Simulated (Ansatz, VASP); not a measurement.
# Y2MoH2 in VASP and in Ansatz

The input POSCAR:

```
Y2MoH2
1.0
    1.8743350000      3.2464400000      0.0000000000
   -1.8743350000      3.2464400000      0.0000000000
    0.0000000000      0.0000000000      6.1499870000
H Y Mo
2 2 1
Direct
    0.3333000000      0.3334000000      0.6070000000
    0.6667000000      0.6666000000      0.3930000000
    0.3333000000      0.3334000000      0.2265000000
    0.6667000000      0.6666000000      0.7735000000
    0.0000000000      0.0000000000      0.0000000000
```

INCAR.step1

```
SYSTEM = Y2MoH2
PREC = Accurate ; ENCUT = 520
ISMEAR = -1 ; SIGMA = 0.1
LREAL = .FALSE. ; LASPH = .TRUE.
NELM = 80 ; NBANDS = 27
GGA = PE ; ALGO = Normal
EDIFF = 1E-4 ; LWAVE = .TRUE.
LCHARG = .FALSE.
```

Contents of INCAR.step2:

```
SYSTEM = Y2MoH2
PREC = Accurate ; ENCUT = 520
EDIFF = 1E-6 ; ISMEAR = -1
SIGMA = 0.1 ; LREAL = .FALSE.
LASPH = .TRUE. ; NELM = 80
ALGO = Normal ; ISIF = 2
LWAVE = .FALSE. ; LCHARG = .FALSE.
METAGGA = R2SCAN ; LMIXTAU = .TRUE.
NBANDS = 27 ; ISTART = 1
```

File KPOINTS:

```
Automatic mesh
0
G
  6 6 3
  0 0 0
```

Input for Ansatz:

```yaml
crystal:
  lattice:
    - [1.874335, 3.24644, 0.0]
    - [-1.874335, 3.24644, 0.0]
    - [0.0, 0.0, 6.149987]
  atoms:
    - { symbol: H, position: [0.3333, 0.3334, 0.607] }
    - { symbol: H, position: [0.6667, 0.6666, 0.393] }
    - { symbol: "Y", position: [0.3333, 0.3334, 0.2265] }
    - { symbol: "Y", position: [0.6667, 0.6666, 0.7735] }
    - { symbol: Mo, position: [0.0, 0.0, 0.0] }
  symmetry: { tolerance: 0.0003 }
kpoints:
  mp_grid: { grid: [6, 6, 3], shift: [0, 0, 0] }
magnetization:
  spin_polarized: false
scf:
  occupations: { method: fermi_dirac }
hamiltonian:
  pseudopotentials: { kind: paw }
  xc: r2scan
basis:
  ecutwfc: 500
output:
  forces: true
  stress: true
  eigenvalues: true
  write_density: true
  write_potential: true
  elf: true
  volumetric_format: npy
```

Alike in both runs: task single point; functional r2SCAN; k mesh 6 × 6 × 3; no spin polarisation.

|  | VASP | Ansatz |
| --- | --- | --- |
| version | VASP 6.6.1 | Ansatz 0.2.0 |
| potentials or method | VASP PAW PBE potentials, release 64 (H, Y_sv, Mo_sv), cutoff 520 eV | PAW plane waves |
| occupations | fermi-dirac, width 0.1 eV | fermi-dirac |
| valence electrons in the cell | 38 | 38 |

Ansatz gave:

- gap on the k mesh at the Fermi level (eV): none
- pressure (GPa): 20.3
- traceless stress, the component that is largest in VASP (GPa): 9.37
- rms of the force components (eV/Å): 1.985

**Question.** What did VASP give for the same quantities?

**Answer.** gap on the k mesh at the Fermi level (eV): none; pressure (GPa): 20.8; traceless stress, the component that is largest in VASP (GPa): 9.30; rms of the force components (eV/Å): 2.015.

VASP's potentials were made for PBE, not for r2SCAN. Atom by atom the forces differ by 0.030 eV/Å (rms over components). A gap of «none» marks a metal or a gap that the smearing closes. Ansatz's warnings: structure snapped to symmetry.
